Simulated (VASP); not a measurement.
# HfO2 (Fm-3m) in VASP: a series of runs

HfO2 is run at these levels: r2SCAN, HSE06; tasks: single point.

Everything below comes from runs of VASP 6.6.1. Logs are shortened: lines on timing, memory, paths and dates and some standing lists are left out, and cuts for length are marked.

## Step 1: The cell of the first run

Symmetry: Fm-3m, No. 225, cubic system. The conventional cell has a = 5.058 Å, b = 5.058 Å, c = 5.058 Å, α = 90.00°, β = 90.00°, γ = 90.00°. Hf (site symmetry m-3m) has 8 O at 2.19 Å within 2.9 Å. O (site symmetry -43m) has 4 Hf at 2.19 Å and 6 O at 2.53 Å within 2.9 Å.

## Step 2: Single point, r2SCAN

Input file POSCAR:

```
HfO2
1.0
    0.0000000000      2.5291823181      2.5291823181
    2.5291823181      0.0000000000      2.5291823181
    2.5291823181      2.5291823181      0.0000000000
Hf O
1 2
Direct
    0.0000000000      0.0000000000      0.0000000000
    0.2500000000      0.2500000000      0.2500000000
    0.7500000000      0.7500000000      0.7500000000
```

Input file INCAR.step1:

```
PREC = Accurate
ENCUT = 520
ISMEAR = 0
SIGMA = 0.01
LREAL = False
LASPH = True
NELM = 100
NBANDS = 18
GGA = PE
ALGO = Normal
EDIFF = 1E-4
LWAVE = True
LCHARG = False
```

Input file INCAR.step2:

```
PREC = Accurate
ENCUT = 520
EDIFF = 1E-7
ISMEAR = 0
SIGMA = 0.01
LREAL = False
LASPH = True
NELM = 100
ALGO = Normal
ISIF = 2
LWAVE = False
LCHARG = True
METAGGA = R2SCAN
LMIXTAU = True
LELF = True
LVHAR = True
NBANDS = 18
ISTART = 1
```

Input file KPOINTS:

```
regular mesh
0
Gamma
  6 6 6
```

Potentials or basis: VASP PAW PBE potentials, release 64 (Hf_pv, O).

Launch:

```
> cat potpaw_PBE.64/Hf_pv/POTCAR potpaw_PBE.64/O/POTCAR > POTCAR
> cp INCAR.step1 INCAR
> mpirun -np 1 vasp_std > vasp.out
> cp INCAR.step2 INCAR
> mpirun -np 1 vasp_std > vasp.out
```

OUTCAR:

```text
PREC = Accurate
   ENCUT = 520
   EDIFF = 1E-7
   ISMEAR = 0
   LREAL = False
   LASPH = True
   NELM = 100
   ISIF = 2
   METAGGA = R2SCAN
   ISTART = 1

 ion  position               nearest neighbor table
   1  0.000  0.000  0.000-   3 2.19   3 2.19   3 2.19   2 2.19   3 2.19   2 2.19   2 2.19   2 2.19

   2  0.250  0.250  0.250-   1 2.19   1 2.19   1 2.19   1 2.19
   3  0.750  0.750  0.750-   1 2.19   1 2.19   1 2.19   1 2.19

  LATTYP: Found a face centered cubic cell.
 ALAT       =     5.0583646362

  Lattice vectors:

 A1 = (   0.0000000000,   2.5291823181,   2.5291823181)
 A2 = (   2.5291823181,   0.0000000000,   2.5291823181)
 A3 = (   2.5291823181,   2.5291823181,   0.0000000000)

Analysis of symmetry for initial positions (statically):
=====================================================================
 Subroutine PRICEL returns:
 Original cell was already a primitive cell.

 Routine SETGRP: Setting up the symmetry group for a
 face centered cubic supercell.

 Subroutine GETGRP returns: Found 48 space group operations
 (whereof 48 operations were pure point group operations)
 out of a pool of 48 trial point group operations.

The static configuration has the point symmetry O_h .

Analysis of symmetry for dynamics (positions and initial velocities):
=====================================================================
 Subroutine PRICEL returns:
 Original cell was already a primitive cell.

 Routine SETGRP: Setting up the symmetry group for a
 face centered cubic supercell.

 Subroutine GETGRP returns: Found 48 space group operations
 (whereof 48 operations were pure point group operations)
 out of a pool of 48 trial point group operations.

The dynamic configuration has the point symmetry O_h .

 Subroutine INISYM returns: Found 48 space group operations
 (whereof 48 operations are pure point group operations),
 and found     1 'primitive' translations

----------------------------------------------------------------------------------------

                                     Primitive cell

  volume of cell :      32.3572

  direct lattice vectors                    reciprocal lattice vectors
     0.000000000  2.529182318  2.529182318    -0.197692352  0.197692352  0.197692352
     2.529182318  0.000000000  2.529182318     0.197692352 -0.197692352  0.197692352
     2.529182318  2.529182318  0.000000000     0.197692352  0.197692352 -0.197692352

  length of vectors
     3.576803936  3.576803936  3.576803936     0.342413197  0.342413197  0.342413197

  position of ions in fractional coordinates (direct lattice)
     0.000000000  0.000000000  0.000000000
     0.250000000  0.250000000  0.250000000
     0.750000000  0.750000000  0.750000000

  ion indices of the primitive-cell ions
   primitive index   ion index
                 1           1
                 2           2
                 3           3

----------------------------------------------------------------------------------------

 KPOINTS: regular mesh

Automatic generation of k-mesh.
 Grid dimensions read from file:
 generate k-points for:    6    6    6

 Generating k-lattice:

  Cartesian coordinates                     Fractional coordinates (reciprocal lattice)
    -0.032948725  0.032948725  0.032948725     0.166666667  0.000000000  0.000000000
     0.032948725 -0.032948725  0.032948725     0.000000000  0.166666667  0.000000000
     0.032948725  0.032948725 -0.032948725     0.000000000  0.000000000  0.166666667

  Length of vectors
     0.057068866  0.057068866  0.057068866

  Shift w.r.t. Gamma in fractional coordinates (k-lattice)
     0.000000000  0.000000000  0.000000000

 Subroutine IBZKPT returns following result:
 ===========================================

 Found     16 irreducible k-points:

 Following reciprocal coordinates:
            Coordinates               Weight
  0.000000  0.000000  0.000000      1.000000
  0.166667  0.000000  0.000000      8.000000
  0.333333  0.000000  0.000000      8.000000
  0.500000  0.000000  0.000000      4.000000
  0.166667  0.166667  0.000000      6.000000
  0.333333  0.166667  0.000000     24.000000
[... 8 lines left out ...]
 -0.333333  0.333333  0.166667     24.000000
 -0.333333  0.500000  0.166667     12.000000
   k-points           NKPTS =     16   k-points in BZ     NKDIM =     16   number of bands    NBANDS=     18
   number of dos      NEDOS =    301   number of ions     NIONS =      3
   total plane-waves  NPLWV =  21952
   dimension x,y,z NGX =    28 NGY =   28 NGZ =   28
   dimension x,y,z NGXF=    56 NGYF=   56 NGZF=   56
   ions per type =               1   2
   NGX,Y,Z   is equivalent  to a cutoff of  13.01, 13.01, 13.01 a.u.
   NGXF,Y,Z  is equivalent  to a cutoff of  26.03, 26.03, 26.03 a.u.
 SYSTEM =  unknown system
   PREC   = accura    normal or accurate (medium, high low for compatibility)
   ISTART =      1    job   : 0-new  1-cont  2-samecut
   ICHARG =      0    charge: 1-file 2-atom 10-const
   ISPIN  =      1    spin polarized calculation?
   LNONCOLLINEAR =      F non collinear calculations
   LSORBIT =      F    spin-orbit coupling
   LASPH  =      T    aspherical Exc in radial PAW
   ENCUT  =  520.0 eV  38.22 Ry    6.18 a.u.   6.65  6.65  6.65*2*pi/ulx,y,z
   NELM   =    100;   NELMIN=  2; NELMDL=  0     # of ELM steps
   EDIFF  = 0.1E-06   stopping-criterion for ELM
   LREAL  =      F    real-space projection
   EDIFFG = 0.1E-05   stopping-criterion for IOM
   NSW    =      0    number of steps for IOM
   IBRION =     -1    ionic relax: 0-MD 1-quasi-New 2-CG
   NFREE  =      0    steps in history (QN), initial steepest desc. (CG)
   ISIF   =      2    stress and relaxation
   ISYM   =      2    0-nonsym 1-usesym 2-fastsym
   POTIM  = 0.5000    time-step for ionic-motion
   TEBEG  =    0.0;   TEEND  =   0.0 temperature during run
   PSTRESS=    0.0 pullay stress
   NELECT =      22.0000    total number of electrons
   NUPDOWN=      -1.0000    fix difference up-down
   EMIN   =  10.00;   EMAX   =-10.00  energy-range for DOS
   EFERMI =   0.00;   METHOD = LEGACY
   ISMEAR =     0;   SIGMA  =   0.01  broadening in eV -4-tet -1-fermi 0-gaus
   EFERMI_NEDOS =   21; number of points for ismear=-14 and -15
   IALGO  =     38    algorithm
   IMIX   =      4    mixing-type and parameters
     AMIX     =   0.40;   BMIX     =  1.00
     AMIX_MAG =   1.60;   BMIX_MAG =  1.00
  volume/ion in A,a.u.               =      10.79        72.79
  Fermi-wavevector in a.u.,A,eV,Ry     =   1.439546  2.720348 28.195259  2.072293
  Thomas-Fermi vector in A             =   2.558390
   LORBIT       =      0    0 simple, 1 ext, 2 COOP (PROOUT), +10 PAW based schemes
   METAGGA = R2SCAN    functional components
   LHFCALC =     F    Hartree Fock is set to
   AEXX    =    0.0000 exact exchange contribution
   IVDW    =     0    specifies the selected vdW correction
   LEPSILON=     F    determine dielectric tensor
   LRPA    =     F    only Hartree local field effects (RPA)
 non-spin polarized calculation
 Gauss-broadening in eV      SIGMA  =   0.01
  energy-cutoff  :      520.00
  volume of cell :       32.36
 maximum number of plane-waves:       893
 NGX is ok and might be reduce to    28
   NGX = 13   NGY = 13   NGZ = 13

 number of electron      21.9999992 magnetization

 Free energy of the ion-electron system (eV)
  ---------------------------------------------------
  ext. energy  EPLUGINS =         0.00000000
  ---------------------------------------------------
  free energy    TOTEN  =       -68.54740027 eV

  energy without entropy =      -68.54740027  energy(sigma->0) =      -68.54740027

 E-fermi :   4.0425     XC(G=0): -12.6182

 val. band max:        3.9692493781   @ k =   0.5000   0.5000   0.0000
 cond. band min:       8.2839527115   @ k =   0.5000   0.5000   0.0000
 fundamental gap:      4.3147033334
 Fermi energy:         4.0424847084

 k-point     1 :       0.0000    0.0000    0.0000
  band No.  band energies     occupation
      1     -26.6562      2.00000
      2     -26.6562      2.00000
      3     -26.6562      2.00000
      4     -15.8030      2.00000
      5     -12.7665      2.00000
      6      -1.5147      2.00000
[... 10 lines left out ...]
     17      15.0558      0.00000
     18      16.6797      0.00000

 k-point     2 :       0.1667    0.0000    0.0000
  band No.  band energies     occupation
      1     -26.7773      2.00000
      2     -26.6690      2.00000
      3     -26.6690      2.00000
      4     -15.4425      2.00000
      5     -13.0467      2.00000
      6      -1.2495      2.00000
[... 10 lines left out ...]
     17      14.6069      0.00000
     18      16.6774      0.00000

 k-point     3 :       0.3333    0.0000    0.0000
  band No.  band energies     occupation
      1     -27.0051      2.00000
      2     -26.6943      2.00000
      3     -26.6943      2.00000
      4     -14.7814      2.00000
      5     -13.4380      2.00000
      6      -0.7008      2.00000
[... 10 lines left out ...]
     17      14.2394      0.00000
     18      16.6575      0.00000

 k-point     4 :       0.5000    0.0000    0.0000
  band No.  band energies     occupation
      1     -27.1127      2.00000
      2     -26.7069      2.00000
      3     -26.7069      2.00000
      4     -14.5724      2.00000
      5     -13.4595      2.00000
      6      -0.4329      2.00000
[... 10 lines left out ...]
     17      13.9889      0.00000
     18      16.6645      0.00000

 k-point     5 :       0.1667    0.1667    0.0000
  band No.  band energies     occupation
      1     -26.7885      2.00000
      2     -26.6876      2.00000
      3     -26.6876      2.00000
      4     -15.3096      2.00000
      5     -13.1441      2.00000
      6      -1.2113      2.00000
[... 10 lines left out ...]
     17      14.4458      0.00000
     18      16.6756      0.00000

 k-point     6 :       0.3333    0.1667    0.0000
  band No.  band energies     occupation
      1     -26.9533      2.00000
      2     -26.7278      2.00000
      3     -26.7159      2.00000
      4     -14.6960      2.00000
      5     -13.5190      2.00000
      6      -0.8033      2.00000
[... 10 lines left out ...]
     17      14.4549      0.00000
     18      16.6732      0.00000

 k-point     7 :       0.5000    0.1667    0.0000
  band No.  band energies     occupation
      1     -27.0688      2.00000
      2     -26.7828      2.00000
      3     -26.7256      2.00000
      4     -14.3497      2.00000
      5     -13.5984      2.00000
      6      -0.8780      2.00000
[... 10 lines left out ...]
     17      15.0547      0.00000
     18      16.6679      0.00000

 k-point     8 :      -0.3333    0.1667    0.0000
  band No.  band energies     occupation
      1     -27.0311      2.00000
      2     -26.7951      2.00000
      3     -26.7071      2.00000
      4     -14.4150      2.00000
      5     -13.6052      2.00000
      6      -0.9849      2.00000
[... 10 lines left out ...]
     17      15.1804      0.00000
     18      16.6672      0.00000
[... 61 lines left out ...]
     17      16.4606      0.00000
     18      16.6820      0.00000

 k-point    12 :      -0.3333    0.3333    0.0000
  band No.  band energies     occupation
      1     -26.9821      2.00000
      2     -26.9479      2.00000
      3     -26.7413      2.00000
      4     -14.0309      2.00000
      5     -13.7444      2.00000
      6      -1.5509      2.00000
[... 10 lines left out ...]
     17      16.5835      0.00000
     18      16.6722      0.00000

 k-point    13 :       0.5000    0.5000    0.0000
  band No.  band energies     occupation
      1     -27.1449      2.00000
      2     -26.7810      2.00000
      3     -26.7810      2.00000
      4     -14.0655      2.00000
      5     -13.6287      2.00000
      6      -2.6045      2.00000
[... 10 lines left out ...]
     17      16.6735      0.00000
     18      18.1308      0.00000

 k-point    14 :       0.5000    0.3333    0.1667
  band No.  band energies     occupation
      1     -27.0149      2.00000
      2     -26.8287      2.00000
      3     -26.7366      2.00000
      4     -14.1720      2.00000
      5     -13.7704      2.00000
      6      -1.1036      2.00000
[... 10 lines left out ...]
     17      15.6207      0.00000
     18      16.6743      0.00000

 k-point    15 :      -0.3333    0.3333    0.1667
  band No.  band energies     occupation
      1     -27.0128      2.00000
      2     -26.9038      2.00000
      3     -26.7548      2.00000
      4     -14.0278      2.00000
      5     -13.7479      2.00000
      6      -1.1106      2.00000
[... 10 lines left out ...]
     17      16.4071      0.00000
     18      16.6711      0.00000

 k-point    16 :      -0.3333    0.5000    0.1667
  band No.  band energies     occupation
      1     -27.0569      2.00000
      2     -26.8750      2.00000
      3     -26.7825      2.00000
      4     -13.9518      2.00000
      5     -13.7338      2.00000
      6      -1.9973      2.00000
[... 10 lines left out ...]
     17      16.6727      0.00000
     18      17.6589      0.00000

------------------------ aborting loop because EDIFF is reached ----------------------------------------

  FORCE on cell =-STRESS in cart. coord.  units (eV):
  Direction    XX          YY          ZZ          XY          YZ          ZX
  --------------------------------------------------------------------------------------
  -------------------------------------------------------------------------------------
  Total       -0.8021537     -0.8021537     -0.8021537      0.0000000     -0.0000000      0.0000000
  in kB      -39.7189504    -39.7189504    -39.7189504      0.0000000     -0.0000000      0.0000000
  external PRESSURE =     -39.7189504 kB  Pullay stress =       0.0000000 kB

 VOLUME and BASIS-vectors are now :
 -----------------------------------------------------------------------------
  energy-cutoff  :      520.00
  volume of cell :       32.36
      direct lattice vectors                 reciprocal lattice vectors
     0.000000000  2.529182318  2.529182318    -0.197692352  0.197692352  0.197692352
     2.529182318  0.000000000  2.529182318     0.197692352 -0.197692352  0.197692352
     2.529182318  2.529182318  0.000000000     0.197692352  0.197692352 -0.197692352

 POSITION                                       TOTAL-FORCE (eV/Angst)
 -----------------------------------------------------------------------------------
      0.00000      0.00000      0.00000         0.000000      0.000000     -0.000000
      1.26459      1.26459      1.26459        -0.000000     -0.000000      0.000000
      3.79377      3.79377      3.79377        -0.000000      0.000000      0.000000
 -----------------------------------------------------------------------------------
    total drift:                                0.000000      0.000000      0.000000

  FREE ENERGIE OF THE ION-ELECTRON SYSTEM (eV)
  ---------------------------------------------------
  free  energy   TOTEN  =       -68.5474002663 eV

  energy  without entropy=      -68.5474002663  energy(sigma->0) =      -68.54740027
```

It took 87 s on 1 thread of Intel Xeon Platinum 8259CL at 2.50GHz (Skylake/Cascade Lake), shared host; peak memory 0.17 GiB.

Results:

- Free energy: -68.5474 eV
- Pressure: -4.0 GPa
- Band gap on the k mesh: 4.31 eV

Caveat: the cell stands under tension; the PAW data sets were made with another functional, which shifts forces and pressure a little; spin-orbit coupling is left out, which moves the levels of the heavy elements.

(Continued in part 2 of 2.)
